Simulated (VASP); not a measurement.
# Re (Pm-3m) in VASP: notebook

Runs on Re. Level: PBEsol. Tasks: single point, relaxation of cell and atoms.

Program: VASP 6.6.1. These are calculated values, not measurements. Logs are shortened: lines on timing, memory, paths and dates and some standing lists are left out, and cuts for length are marked.

### 1 The cell of the first run

The structure is cubic, space group Pm-3m (No. 221). The conventional cell has a = 2.555 Å, b = 2.555 Å, c = 2.555 Å, α = 90.00°, β = 90.00°, γ = 90.00°. Within 3.4 Å of Re (site symmetry m-3m) lie 6 Re at 2.55 Å.

This isn't the form of Re at room conditions, which is hcp.

### 2 Single point, PBEsol

The input, INCAR:

```
ALGO     = Normal         # electronic algorithm
EDIFF    = 1E-7           # SCF threshold, eV
ENCUT    = 520            # plane-wave cutoff, eV
GGA      = PS             # functional
ISIF     = 2              # what is computed and relaxed
ISMEAR   = 0              # smearing method
LASPH    = True           # aspherical terms in the spheres
LCHARG   = True           # write CHGCAR
LELF     = True           # ELF
LREAL    = False          # projectors in reciprocal space
LVHAR    = True         
LWAVE    = False          # write WAVECAR
NBANDS   = 10             # bands
NELM     = 80             # most SCF steps
PREC     = Accurate       # precision mode
SIGMA    = 0.1            # smearing width, eV
```

The input, KPOINTS:

```
k-points
0
Gamma
  16 16 16
```

The input, POSCAR:

```
Re
1.0
    2.5547285198      0.0000000000      0.0000000000
    0.0000000000      2.5547285198      0.0000000000
    0.0000000000      0.0000000000      2.5547285198
Re
1
Direct
    0.0000000000      0.0000000000      0.0000000000
```

Potentials or basis: VASP PAW PBE potentials, release 64 (Re).

On the command line:

```sh
$ cat potpaw_PBE.64/Re/POTCAR > POTCAR
$ mpirun -np 1 vasp_std > vasp.out
```

OUTCAR:

```text
EDIFF = 1E-7
   ENCUT = 520
   GGA = PS
   ISIF = 2
   ISMEAR = 0
   LASPH = True
   LREAL = False
   NELM = 80
   PREC = Accurate

 ion  position               nearest neighbor table
   1  0.000  0.000  0.000-

  LATTYP: Found a simple cubic cell.
 ALAT       =     2.5547285198

  Lattice vectors:

 A1 = (   2.5547285198,   0.0000000000,   0.0000000000)
 A2 = (   0.0000000000,   2.5547285198,   0.0000000000)
 A3 = (   0.0000000000,   0.0000000000,   2.5547285198)

Analysis of symmetry for initial positions (statically):
=====================================================================
 Subroutine PRICEL returns:
 Original cell was already a primitive cell.

 Routine SETGRP: Setting up the symmetry group for a
 simple cubic supercell.

 Subroutine GETGRP returns: Found 48 space group operations
 (whereof 48 operations were pure point group operations)
 out of a pool of 48 trial point group operations.

The static configuration has the point symmetry O_h .

Analysis of symmetry for dynamics (positions and initial velocities):
=====================================================================
 Subroutine PRICEL returns:
 Original cell was already a primitive cell.

 Routine SETGRP: Setting up the symmetry group for a
 simple cubic supercell.

 Subroutine GETGRP returns: Found 48 space group operations
 (whereof 48 operations were pure point group operations)
 out of a pool of 48 trial point group operations.

The dynamic configuration has the point symmetry O_h .

 Subroutine INISYM returns: Found 48 space group operations
 (whereof 48 operations are pure point group operations),
 and found     1 'primitive' translations

----------------------------------------------------------------------------------------

                                     Primitive cell

  volume of cell :      16.6738

  direct lattice vectors                    reciprocal lattice vectors
     2.554728520  0.000000000  0.000000000     0.391431024  0.000000000  0.000000000
     0.000000000  2.554728520  0.000000000     0.000000000  0.391431024  0.000000000
     0.000000000  0.000000000  2.554728520     0.000000000  0.000000000  0.391431024

  length of vectors
     2.554728520  2.554728520  2.554728520     0.391431024  0.391431024  0.391431024

  position of ions in fractional coordinates (direct lattice)
     0.000000000  0.000000000  0.000000000

  ion indices of the primitive-cell ions
   primitive index   ion index
                 1           1

----------------------------------------------------------------------------------------

 KPOINTS: k-points

Automatic generation of k-mesh.
 Grid dimensions read from file:
 generate k-points for:   16   16   16

 Generating k-lattice:

  Cartesian coordinates                     Fractional coordinates (reciprocal lattice)
     0.024464439  0.000000000  0.000000000     0.062500000  0.000000000  0.000000000
     0.000000000  0.024464439  0.000000000     0.000000000  0.062500000  0.000000000
     0.000000000  0.000000000  0.024464439     0.000000000  0.000000000  0.062500000

  Length of vectors
     0.024464439  0.024464439  0.024464439

  Shift w.r.t. Gamma in fractional coordinates (k-lattice)
     0.000000000  0.000000000  0.000000000

 Subroutine IBZKPT returns following result:
 ===========================================

 Found    165 irreducible k-points:

 Following reciprocal coordinates:
            Coordinates               Weight
  0.000000  0.000000  0.000000      1.000000
  0.062500  0.000000  0.000000      6.000000
  0.125000  0.000000  0.000000      6.000000
  0.187500  0.000000  0.000000      6.000000
  0.250000  0.000000  0.000000      6.000000
  0.312500  0.000000  0.000000      6.000000
[... 16 lines left out ...]
  0.437500  0.125000  0.000000     24.000000
  0.500000  0.125000  0.000000     12.000000
 [... further k-points ...]
   k-points           NKPTS =    165   k-points in BZ     NKDIM =    165   number of bands    NBANDS=     10
   number of dos      NEDOS =    301   number of ions     NIONS =      1
   total plane-waves  NPLWV =   8000
   dimension x,y,z NGX =    20 NGY =   20 NGZ =   20
   dimension x,y,z NGXF=    40 NGYF=   40 NGZF=   40
   ions per type =               1
   NGX,Y,Z   is equivalent  to a cutoff of  13.01, 13.01, 13.01 a.u.
   NGXF,Y,Z  is equivalent  to a cutoff of  26.03, 26.03, 26.03 a.u.
 SYSTEM =  unknown system
   PREC   = accura    normal or accurate (medium, high low for compatibility)
   ISTART =      0    job   : 0-new  1-cont  2-samecut
   ICHARG =      2    charge: 1-file 2-atom 10-const
   ISPIN  =      1    spin polarized calculation?
   LNONCOLLINEAR =      F non collinear calculations
   LSORBIT =      F    spin-orbit coupling
   LASPH  =      T    aspherical Exc in radial PAW
   ENCUT  =  520.0 eV  38.22 Ry    6.18 a.u.   4.75  4.75  4.75*2*pi/ulx,y,z
   NELM   =     80;   NELMIN=  2; NELMDL= -5     # of ELM steps
   EDIFF  = 0.1E-06   stopping-criterion for ELM
   LREAL  =      F    real-space projection
   EDIFFG = 0.1E-05   stopping-criterion for IOM
   NSW    =      0    number of steps for IOM
   IBRION =     -1    ionic relax: 0-MD 1-quasi-New 2-CG
   NFREE  =      0    steps in history (QN), initial steepest desc. (CG)
   ISIF   =      2    stress and relaxation
   ISYM   =      2    0-nonsym 1-usesym 2-fastsym
   POTIM  = 0.5000    time-step for ionic-motion
   TEBEG  =    0.0;   TEEND  =   0.0 temperature during run
   PSTRESS=    0.0 pullay stress
   NELECT =       7.0000    total number of electrons
   NUPDOWN=      -1.0000    fix difference up-down
   EMIN   =  10.00;   EMAX   =-10.00  energy-range for DOS
   EFERMI =   0.00;   METHOD = LEGACY
   ISMEAR =     0;   SIGMA  =   0.10  broadening in eV -4-tet -1-fermi 0-gaus
   EFERMI_NEDOS =   21; number of points for ismear=-14 and -15
   IALGO  =     38    algorithm
   IMIX   =      4    mixing-type and parameters
     AMIX     =   0.40;   BMIX     =  1.00
     AMIX_MAG =   1.60;   BMIX_MAG =  1.00
  volume/ion in A,a.u.               =      16.67       112.52
  Fermi-wavevector in a.u.,A,eV,Ry     =   1.225828  2.316478 20.444842  1.502653
  Thomas-Fermi vector in A             =   2.360851
   LORBIT       =      0    0 simple, 1 ext, 2 COOP (PROOUT), +10 PAW based schemes
   GGA     = PS    functional components
   LHFCALC =     F    Hartree Fock is set to
   AEXX    =    0.0000 exact exchange contribution
   IVDW    =     0    specifies the selected vdW correction
   LEPSILON=     F    determine dielectric tensor
   LRPA    =     F    only Hartree local field effects (RPA)
 non-spin polarized calculation
 Gauss-broadening in eV      SIGMA  =   0.10
  energy-cutoff  :      520.00
  volume of cell :       16.67
 maximum number of plane-waves:       468
 NGX is ok and might be reduce to    20
   NGX =  9   NGY =  9   NGZ =  9

 number of electron       6.9999999 magnetization

 Free energy of the ion-electron system (eV)
  ---------------------------------------------------
  ext. energy  EPLUGINS =         0.00000000
  ---------------------------------------------------
  free energy    TOTEN  =       -11.92423516 eV

  energy without entropy =      -11.91643229  energy(sigma->0) =      -11.92033372

 E-fermi :   6.7959     XC(G=0): -12.9941

 val. band max:        6.7940744732   @ k =   0.3750   0.3125   0.0000
 cond. band min:       6.8047938071   @ k =   0.2500   0.1875   0.1875
 fundamental gap:      0.0107193339
 Fermi energy:         6.7958784580

 k-point     1 :       0.0000    0.0000    0.0000
  band No.  band energies     occupation
      1      -2.6201      2.00000
      2       1.2833      2.00000
      3       1.2833      2.00000
      4      10.4180      0.00000
      5      10.4180      0.00000
      6      10.4180      0.00000
      7      22.3067      0.00000
      8      22.3067      0.00000
      9      22.3067      0.00000
     10      28.3948      0.00000

 k-point     2 :       0.0625    0.0000    0.0000
  band No.  band energies     occupation
      1      -2.4869      2.00000
      2       1.3161      2.00000
      3       1.4255      2.00000
      4      10.2152      0.00000
      5      10.2152      0.00000
      6      10.4326      0.00000
      7      21.5362      0.00000
      8      22.5893      0.00000
      9      22.5893      0.00000
     10      28.9813      0.00000

 k-point     3 :       0.1250    0.0000    0.0000
  band No.  band energies     occupation
      1      -2.1141      2.00000
      2       1.4110      2.00000
      3       1.8526      2.00000
      4       9.6810      0.00000
      5       9.6810      0.00000
      6      10.4744      0.00000
      7      19.9494      0.00000
      8      23.3553      0.00000
      9      23.3553      0.00000
     10      28.4322      0.00000

 k-point     4 :       0.1875    0.0000    0.0000
  band No.  band energies     occupation
      1      -1.5703      2.00000
      2       1.5568      2.00000
      3       2.5513      2.00000
      4       8.9735      0.00000
      5       8.9735      0.00000
      6      10.5375      0.00000
      7      18.2815      0.00000
      8      24.4265      0.00000
      9      24.4265      0.00000
     10      26.6316      0.00000
[... 222 lines left out ...]
 k-point    22 :       0.3750    0.1250    0.0000
  band No.  band energies     occupation
      1       0.7679      2.00000
      2       2.5853      2.00000
      3       4.3594      2.00000
      4       7.1804      0.00000
      5       7.5343      0.00000
      6      10.1138      0.00000
      7      15.7299      0.00000
      8      23.3641      0.00000
      9      24.9484      0.00000
     10      29.2204      0.00000

 k-point    23 :       0.4375    0.1250    0.0000
  band No.  band energies     occupation
      1       1.2067      2.00000
      2       2.7545      2.00000
      3       4.1022      2.00000
      4       6.8666      0.31695
      5       8.0327      0.00000
      6      10.1665      0.00000
      7      15.4219      0.00000
      8      22.9457      0.00000
      9      25.6129      0.00000
     10      27.9400      0.00000

 k-point    24 :       0.5000    0.1250    0.0000
  band No.  band energies     occupation
      1       1.3783      2.00000
      2       2.8360      2.00000
      3       3.9465      2.00000
      4       6.7596      1.39173
      5       8.2349      0.00000
      6      10.1851      0.00000
      7      15.3749      0.00000
      8      22.7778      0.00000
      9      26.3914      0.00000
     10      26.6783      0.00000

 [... further k-points ...]

------------------------ aborting loop because EDIFF is reached ----------------------------------------

  FORCE on cell =-STRESS in cart. coord.  units (eV):
  Direction    XX          YY          ZZ          XY          YZ          ZX
  --------------------------------------------------------------------------------------
  -------------------------------------------------------------------------------------
  Total       -0.0815622     -0.0815622     -0.0815622      0.0000000      0.0000000      0.0000000
  in kB       -7.8372792     -7.8372792     -7.8372792      0.0000000      0.0000000      0.0000000
  external PRESSURE =      -7.8372792 kB  Pullay stress =       0.0000000 kB

 VOLUME and BASIS-vectors are now :
 -----------------------------------------------------------------------------
  energy-cutoff  :      520.00
  volume of cell :       16.67
      direct lattice vectors                 reciprocal lattice vectors
     2.554728520  0.000000000  0.000000000     0.391431024  0.000000000  0.000000000
     0.000000000  2.554728520  0.000000000     0.000000000  0.391431024  0.000000000
     0.000000000  0.000000000  2.554728520     0.000000000  0.000000000  0.391431024

 POSITION                                       TOTAL-FORCE (eV/Angst)
 -----------------------------------------------------------------------------------
      0.00000      0.00000      0.00000         0.000000      0.000000      0.000000
 -----------------------------------------------------------------------------------
    total drift:                               -0.000000      0.000000      0.000000

  FREE ENERGIE OF THE ION-ELECTRON SYSTEM (eV)
  ---------------------------------------------------
  free  energy   TOTEN  =       -11.9242351554 eV

  energy  without entropy=      -11.9164322891  energy(sigma->0) =      -11.92033372
```

Run time: 14 s. Hardware: 1 thread of Intel Xeon Platinum 8488C (Sapphire Rapids), shared host; peak memory 0.14 GiB.

Results:

```
Free energy            : -11.9242 eV
Pressure               : -0.8 GPa
Band gap on the k mesh : zero (an odd number of electrons rules out a gap without spin polarisation)
```

Caveat: the PAW data sets were made with another functional, which shifts forces and pressure a little; spin-orbit coupling is left out, which moves the levels of the heavy elements.

### 3 Relaxation of cell and atoms, PBEsol

This run uses another cell than the first one, of 16.19 Å³/atom.

The input, INCAR:

```
PREC = Accurate
ENCUT = 600
EDIFF = 1E-6
ISMEAR = 0
SIGMA = 0.1
LREAL = F
LASPH = T
NELM = 80
ALGO = Normal
ISIF = 3
LWAVE = F
LCHARG = F
GGA = PS
IBRION = 2
NSW = 80
EDIFFG = -0.02
```

The input, KPOINTS:

```
Automatic mesh
0
Gamma
  16 16 16
```

The input, POSCAR:

```
Re
1.0
    2.5300000000      0.0000000000      0.0000000000
    0.0000000000      2.5300000000      0.0000000000
    0.0000000000      0.0000000000      2.5300000000
Re
1
Direct
    0.0000000000      0.0000000000      0.0000000000
```

Potentials or basis: VASP PAW PBE potentials, release 64 (Re).

On the command line:

```sh
$ cat potpaw_PBE.64/Re/POTCAR > POTCAR
$ mpirun -np 1 vasp_std > vasp.out
```

Run time: 24 s. Hardware: 1 thread of Intel Xeon Platinum 8488C (Sapphire Rapids), shared host; peak memory 0.15 GiB.

Results (log left out):

- Free energy: -11.9245 eV
- Relaxed volume: 16.63 Å³/atom
- Relaxed cell: a = 2.552 Å, b = 2.552 Å, c = 2.552 Å, α = 90.00°, β = 90.00°, γ = 90.00°
- Space group after relaxing (to 0.1 Å): Pm-3m (No. 221)
- Energy gained by relaxing: 10.6 meV/atom
- Ionic steps: 4
- Pressure after relaxing: 0.0 GPa
- Band gap on the k mesh: zero (an odd number of electrons rules out a gap without spin polarisation)

The path:
```
step  energy change (eV)  largest force (eV/Å)  pressure (GPa)  volume (Å³)
   1              0.0000                0.0000            8.01        16.19
   2              0.0970                0.0000          -20.72        18.17
   3             -0.0106                0.0000           -0.32        16.65
   4             -0.0106                0.0000            0.04        16.63
```

Final structure:
```
Re
1.0
     2.55244    0.00000    0.00000
     0.00000    2.55244    0.00000
     0.00000    0.00000    2.55244
Re
1
Direct
  0.00000 0.00000 0.00000
```

Levels at points of the mesh, in eV from the Fermi level:
| k point | band 1 | band 2 | band 3 | band 4 | band 5 | band 6 | band 7 |
| --- | --- | --- | --- | --- | --- | --- | --- |
| (0.00, 0.00, 0.00) | -9.44 | -5.53 | -5.53 | 3.64 | 3.64 | 3.64 | 15.53 |
| (0.50, 0.00, 0.00) | -5.96 | -4.57 | -1.08 | -0.14 | -0.14 | 4.04 | 8.63 |
| (0.50, 0.50, 0.00) | -6.61 | -3.96 | 0.61 | 0.61 | 4.76 | 4.76 | 6.39 |
| (0.50, 0.50, 0.50) | -4.97 | -4.97 | -4.97 | 6.67 | 6.67 | 7.83 | 11.87 |

Caveat: the PAW data sets were made with another functional, which shifts forces and pressure a little; spin-orbit coupling is left out, which moves the levels of the heavy elements.
